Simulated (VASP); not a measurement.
# Sn (Fd-3m) in VASP: single point with LDA

Aim: the single point of Sn with LDA.

Program: VASP 6.6.1. These are calculated values, not measurements. Logs are shortened: lines on timing, memory, paths and dates and some standing lists are left out, and cuts for length are marked.

### Step 1. The cell of the first run

It takes space group Fd-3m (No. 227, cubic). The conventional cell has a = 5.868 Å, b = 5.868 Å, c = 5.868 Å, α = 90.00°, β = 90.00°, γ = 90.00°. Sn (site symmetry -43m) has 4 Sn at 2.54 Å within 3.4 Å.

This isn't the form of Sn at room conditions, which is tetragonal (white tin).

### Step 2. Single point, LDA

Input file INCAR:

```
SYSTEM = Sn
PREC = Accurate
ENCUT = 520
EDIFF = 1E-6
ISMEAR = -1
SIGMA = 0.1
LREAL = .False.
LASPH = .True.
NELM = 100
ALGO = Normal
ISIF = 2
LWAVE = .False.
LCHARG = .True.
LELF = .True.
LVHAR = .True.
NBANDS = 21
```

Input file KPOINTS:

```
Automatic mesh
0
Gamma
  11 11 11
  0 0 0
```

Input file POSCAR:

```
Sn
1.0
    0.0000000000      2.9337997962      2.9337997962
    2.9337997962      0.0000000000      2.9337997962
    2.9337997962      2.9337997962      0.0000000000
Sn
2
Direct
   -0.1250000000     -0.1250000000     -0.1250000000
    0.1250000000      0.1250000000      0.1250000000
```

Potentials or basis: VASP PAW LDA potentials, release 64 (Sn_d).

The run is started by

```
$ cat potpaw_LDA.64/Sn_d/POTCAR > POTCAR
$ mpirun -np 1 vasp_std > vasp.out
```

OUTCAR:

```text
SYSTEM = Sn
   PREC = Accurate
   ENCUT = 520
   EDIFF = 1E-6
   ISMEAR = -1
   LREAL = .False.
   LASPH = .True.
   NELM = 100
   ISIF = 2

 ion  position               nearest neighbor table
   1  0.875  0.875  0.875-   2 2.54   2 2.54   2 2.54   2 2.54
   2  0.125  0.125  0.125-   1 2.54   1 2.54   1 2.54   1 2.54

  LATTYP: Found a face centered cubic cell.
 ALAT       =     5.8675995924

  Lattice vectors:

 A1 = (   0.0000000000,   2.9337997962,   2.9337997962)
 A2 = (   2.9337997962,   0.0000000000,   2.9337997962)
 A3 = (   2.9337997962,   2.9337997962,   0.0000000000)

Analysis of symmetry for initial positions (statically):
=====================================================================
 Subroutine PRICEL returns:
 Original cell was already a primitive cell.

 Routine SETGRP: Setting up the symmetry group for a
 face centered cubic supercell.

 Subroutine GETGRP returns: Found 48 space group operations
 (whereof 12 operations were pure point group operations)
 out of a pool of 48 trial point group operations.

The static configuration has the point symmetry D_3d.
 The point group associated with its full space group is O_h .

Analysis of symmetry for dynamics (positions and initial velocities):
=====================================================================
 Subroutine PRICEL returns:
 Original cell was already a primitive cell.

 Routine SETGRP: Setting up the symmetry group for a
 face centered cubic supercell.

 Subroutine GETGRP returns: Found 48 space group operations
 (whereof 12 operations were pure point group operations)
 out of a pool of 48 trial point group operations.

The dynamic configuration has the point symmetry D_3d.
 The point group associated with its full space group is O_h .

 Subroutine INISYM returns: Found 48 space group operations
 (whereof 12 operations are pure point group operations),
 and found     1 'primitive' translations

----------------------------------------------------------------------------------------

                                     Primitive cell

  volume of cell :      50.5035

  direct lattice vectors                    reciprocal lattice vectors
     0.000000000  2.933799796  2.933799796    -0.170427444  0.170427444  0.170427444
     2.933799796  0.000000000  2.933799796     0.170427444 -0.170427444  0.170427444
     2.933799796  2.933799796  0.000000000     0.170427444  0.170427444 -0.170427444

  length of vectors
     4.149019461  4.149019461  4.149019461     0.295188992  0.295188992  0.295188992

  position of ions in fractional coordinates (direct lattice)
     0.875000000  0.875000000  0.875000000
     0.125000000  0.125000000  0.125000000

  ion indices of the primitive-cell ions
   primitive index   ion index
                 1           1
                 2           2

----------------------------------------------------------------------------------------

 KPOINTS: Automatic mesh

Automatic generation of k-mesh.
 Grid dimensions read from file:
 generate k-points for:   11   11   11

 Generating k-lattice:

  Cartesian coordinates                     Fractional coordinates (reciprocal lattice)
    -0.015493404  0.015493404  0.015493404     0.090909091  0.000000000  0.000000000
     0.015493404 -0.015493404  0.015493404     0.000000000  0.090909091  0.000000000
     0.015493404  0.015493404 -0.015493404     0.000000000  0.000000000  0.090909091

  Length of vectors
     0.026835363  0.026835363  0.026835363

  Shift w.r.t. Gamma in fractional coordinates (k-lattice)
     0.000000000  0.000000000  0.000000000

 Subroutine IBZKPT returns following result:
 ===========================================

 Found     56 irreducible k-points:

 Following reciprocal coordinates:
            Coordinates               Weight
  0.000000  0.000000  0.000000      1.000000
  0.090909  0.000000  0.000000      8.000000
  0.181818  0.000000  0.000000      8.000000
  0.272727  0.000000  0.000000      8.000000
  0.363636  0.000000  0.000000      8.000000
  0.454545  0.000000  0.000000      8.000000
[... 16 lines left out ...]
 -0.272727  0.181818  0.000000     24.000000
 -0.181818  0.181818  0.000000     12.000000
 [... further k-points ...]
   k-points           NKPTS =     56   k-points in BZ     NKDIM =     56   number of bands    NBANDS=     21
   number of dos      NEDOS =    301   number of ions     NIONS =      2
   total plane-waves  NPLWV =  32768
   dimension x,y,z NGX =    32 NGY =   32 NGZ =   32
   dimension x,y,z NGXF=    64 NGYF=   64 NGZF=   64
   ions per type =               2
   NGX,Y,Z   is equivalent  to a cutoff of  12.82, 12.82, 12.82 a.u.
   NGXF,Y,Z  is equivalent  to a cutoff of  25.64, 25.64, 25.64 a.u.
 SYSTEM =  Sn
   PREC   = accura    normal or accurate (medium, high low for compatibility)
   ISTART =      0    job   : 0-new  1-cont  2-samecut
   ICHARG =      2    charge: 1-file 2-atom 10-const
   ISPIN  =      1    spin polarized calculation?
   LNONCOLLINEAR =      F non collinear calculations
   LSORBIT =      F    spin-orbit coupling
   LASPH  =      T    aspherical Exc in radial PAW
   ENCUT  =  520.0 eV  38.22 Ry    6.18 a.u.   7.71  7.71  7.71*2*pi/ulx,y,z
   NELM   =    100;   NELMIN=  2; NELMDL= -5     # of ELM steps
   EDIFF  = 0.1E-05   stopping-criterion for ELM
   LREAL  =      F    real-space projection
   EDIFFG = 0.1E-04   stopping-criterion for IOM
   NSW    =      0    number of steps for IOM
   IBRION =     -1    ionic relax: 0-MD 1-quasi-New 2-CG
   NFREE  =      0    steps in history (QN), initial steepest desc. (CG)
   ISIF   =      2    stress and relaxation
   ISYM   =      2    0-nonsym 1-usesym 2-fastsym
   POTIM  = 0.5000    time-step for ionic-motion
   TEBEG  =    0.0;   TEEND  =   0.0 temperature during run
   PSTRESS=    0.0 pullay stress
   NELECT =      28.0000    total number of electrons
   NUPDOWN=      -1.0000    fix difference up-down
   EMIN   =  10.00;   EMAX   =-10.00  energy-range for DOS
   EFERMI =   0.00;   METHOD = LEGACY
   ISMEAR =    -1;   SIGMA  =   0.10  broadening in eV -4-tet -1-fermi 0-gaus
   EFERMI_NEDOS =   21; number of points for ismear=-14 and -15
   IALGO  =     38    algorithm
   IMIX   =      4    mixing-type and parameters
     AMIX     =   0.40;   BMIX     =  1.00
     AMIX_MAG =   1.60;   BMIX_MAG =  1.00
  volume/ion in A,a.u.               =      25.25       170.41
  Fermi-wavevector in a.u.,A,eV,Ry     =   1.344891  2.541475 24.609284  1.808731
  Thomas-Fermi vector in A             =   2.472848
   LORBIT       =      0    0 simple, 1 ext, 2 COOP (PROOUT), +10 PAW based schemes
   GGA     = CA    functional components
   LHFCALC =     F    Hartree Fock is set to
   AEXX    =    0.0000 exact exchange contribution
   IVDW    =     0    specifies the selected vdW correction
   LEPSILON=     F    determine dielectric tensor
   LRPA    =     F    only Hartree local field effects (RPA)
 non-spin polarized calculation
  energy-cutoff  :      520.00
  volume of cell :       50.50
 maximum number of plane-waves:      1375
   NGX = 15   NGY = 15   NGZ = 15

 number of electron      27.9999990 magnetization

 Free energy of the ion-electron system (eV)
  ---------------------------------------------------
  ext. energy  EPLUGINS =         0.00000000
  ---------------------------------------------------
  free energy    TOTEN  =        -7.82872696 eV

  energy without entropy =       -7.82444263  energy(sigma->0) =       -7.82658479

 E-fermi :   9.2522     XC(G=0): -10.5805

 val. band max:        9.0583946473   @ k =  -0.0909   0.0909   0.0000
 cond. band min:       9.3162868487   @ k =   0.0000   0.0000   0.0000
 fundamental gap:      0.2578922015
 Fermi energy:         9.2522177874

 k-point     1 :       0.0000    0.0000    0.0000
  band No.  band energies     occupation
      1     -13.4005      2.00000
      2     -13.4005      2.00000
      3     -13.4005      2.00000
      4     -13.2865      2.00000
      5     -13.2865      2.00000
      6     -12.6155      2.00000
[... 13 lines left out ...]
     20      17.4575      0.00000
     21      17.4575      0.00000

 k-point     2 :       0.0909    0.0000    0.0000
  band No.  band energies     occupation
      1     -13.4164      2.00000
      2     -13.4164      2.00000
      3     -13.3970      2.00000
      4     -13.2644      2.00000
      5     -13.2644      2.00000
      6     -12.6327      2.00000
[... 13 lines left out ...]
     20      16.7219      0.00000
     21      16.7219      0.00000

 k-point     3 :       0.1818    0.0000    0.0000
  band No.  band energies     occupation
      1     -13.4424      2.00000
      2     -13.4424      2.00000
      3     -13.3873      2.00000
      4     -13.2229      2.00000
      5     -13.2229      2.00000
      6     -12.6628      2.00000
[... 13 lines left out ...]
     20      16.2307      0.00000
     21      16.2307      0.00000

 k-point     4 :       0.2727    0.0000    0.0000
  band No.  band energies     occupation
      1     -13.4615      2.00000
      2     -13.4615      2.00000
      3     -13.3746      2.00000
      4     -13.1863      2.00000
      5     -13.1863      2.00000
      6     -12.6867      2.00000
[... 13 lines left out ...]
     20      16.4500      0.00000
     21      16.4500      0.00000

 k-point     5 :       0.3636    0.0000    0.0000
  band No.  band energies     occupation
      1     -13.4716      2.00000
      2     -13.4716      2.00000
      3     -13.3627      2.00000
      4     -13.1641      2.00000
      5     -13.1641      2.00000
      6     -12.6984      2.00000
[... 13 lines left out ...]
     20      17.3541      0.00000
     21      17.3541      0.00000
[... 382 lines left out ...]
     20      18.3415      0.00000
     21      18.4343      0.00000

 k-point    22 :      -0.3636    0.1818    0.0000
  band No.  band energies     occupation
      1     -13.5297      2.00000
      2     -13.4997      2.00000
      3     -13.2769      2.00000
      4     -13.1275      2.00000
      5     -13.0715      2.00000
      6     -12.7909      2.00000
[... 13 lines left out ...]
     20      17.0649      0.00000
     21      18.1693      0.00000

 k-point    23 :      -0.2727    0.1818    0.0000
  band No.  band energies     occupation
      1     -13.5088      2.00000
      2     -13.4991      2.00000
      3     -13.2983      2.00000
      4     -13.1657      2.00000
      5     -13.0834      2.00000
      6     -12.7924      2.00000
[... 13 lines left out ...]
     20      17.4457      0.00000
     21      19.5452      0.00000

 k-point    24 :      -0.1818    0.1818    0.0000
  band No.  band energies     occupation
      1     -13.4883      2.00000
      2     -13.4771      2.00000
      3     -13.3405      2.00000
      4     -13.1934      2.00000
      5     -13.1244      2.00000
      6     -12.7626      2.00000
[... 13 lines left out ...]
     20      17.3918      0.00000
     21      18.4925      0.00000

 [... further k-points ...]

------------------------ aborting loop because EDIFF is reached ----------------------------------------

  FORCE on cell =-STRESS in cart. coord.  units (eV):
  Direction    XX          YY          ZZ          XY          YZ          ZX
  --------------------------------------------------------------------------------------
  -------------------------------------------------------------------------------------
  Total        8.6081570      8.6081570      8.6081570     -0.0000000     -0.0000000     -0.0000000
  in kB      273.0859423    273.0859423    273.0859423     -0.0000000     -0.0000000     -0.0000000
  external PRESSURE =     273.0859423 kB  Pullay stress =       0.0000000 kB

 VOLUME and BASIS-vectors are now :
 -----------------------------------------------------------------------------
  energy-cutoff  :      520.00
  volume of cell :       50.50
      direct lattice vectors                 reciprocal lattice vectors
     0.000000000  2.933799796  2.933799796    -0.170427444  0.170427444  0.170427444
     2.933799796  0.000000000  2.933799796     0.170427444 -0.170427444  0.170427444
     2.933799796  2.933799796  0.000000000     0.170427444  0.170427444 -0.170427444

 POSITION                                       TOTAL-FORCE (eV/Angst)
 -----------------------------------------------------------------------------------
      5.13415      5.13415      5.13415         0.000000     -0.000000      0.000000
      0.73345      0.73345      0.73345        -0.000000      0.000000     -0.000000
 -----------------------------------------------------------------------------------
    total drift:                                0.000000      0.000000     -0.000000

  FREE ENERGIE OF THE ION-ELECTRON SYSTEM (eV)
  ---------------------------------------------------
  free  energy   TOTEN  =        -7.8287269566 eV

  energy  without entropy=       -7.8244426327  energy(sigma->0) =       -7.82658479
```

Run time: 41 s. Hardware: 1 thread of Intel Xeon 8259CL, shared host; peak memory 0.18 GiB.

What came out:

* Free energy: -7.8287 eV
* Pressure: 27.3 GPa

Levels at points of the mesh, in eV from the Fermi level:
| k point | band 12 | band 13 | band 14 | band 15 | band 16 | band 17 |
| --- | --- | --- | --- | --- | --- | --- |
| (0.00, 0.00, 0.00) | 0.06 | 0.06 | 0.06 | 1.42 | 2.05 | 2.05 |

Caveat: the cell stands under pressure; spin-orbit coupling is left out, which moves the levels of the heavy elements.
